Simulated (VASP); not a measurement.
Here is a VASP 6.6.1 calculation.

INCAR

```
SYSTEM = Pt
PREC = Accurate ; ENCUT = 520
EDIFF = 1E-6 ; ISMEAR = 1
SIGMA = 0.1 ; LREAL = .False.
LASPH = .True. ; NELM = 60
ALGO = Normal ; ISIF = 2
LWAVE = .False. ; LCHARG = .True.
GGA = PS ; LELF = .True.
LVHAR = .True. ; NBANDS = 17
```

Contents of KPOINTS:

```
regular mesh
0
Gamma
  7 7 4
  0 0 0
```

POSCAR

```
Pt
1.0
    2.6946602602      0.0011254028     -0.0004120231
   -1.3463594196      2.3454451141     -0.0038045714
   -0.0007228202     -0.0081189674      4.8194374877
Pt
2
Direct
    0.6585974531      0.3244751242      0.7289743367
    0.3244513709      0.7157868351      0.2301817763
```

Potentials or basis: VASP PAW PBE potentials, release 64 (Pt).

Command:

```console
$ cat potpaw_PBE.64/Pt/POTCAR > POTCAR
$ mpirun -np 1 vasp_std > vasp.out
```

Problem. Predict the largest force.

Solution. 0.107 eV/Å.

Problem. What does it give for the pressure?

Solution. -0.9 GPa.

Problem. Estimate the band gap on the k mesh.

Solution. Zero (band 10 reaches 11.21 eV, above the bottom of band 11 at 10.18 eV).

Stress tensor (GPa, compression positive):
```
-1.15  0.16 -0.01
 0.16 -1.27  0.07
-0.01  0.07 -0.23
```

Caveat: the k points lie up to 0.38 Å⁻¹ apart; the PAW data sets were made with another functional, which shifts forces and pressure a little; spin-orbit coupling is left out, which moves the levels of the heavy elements.
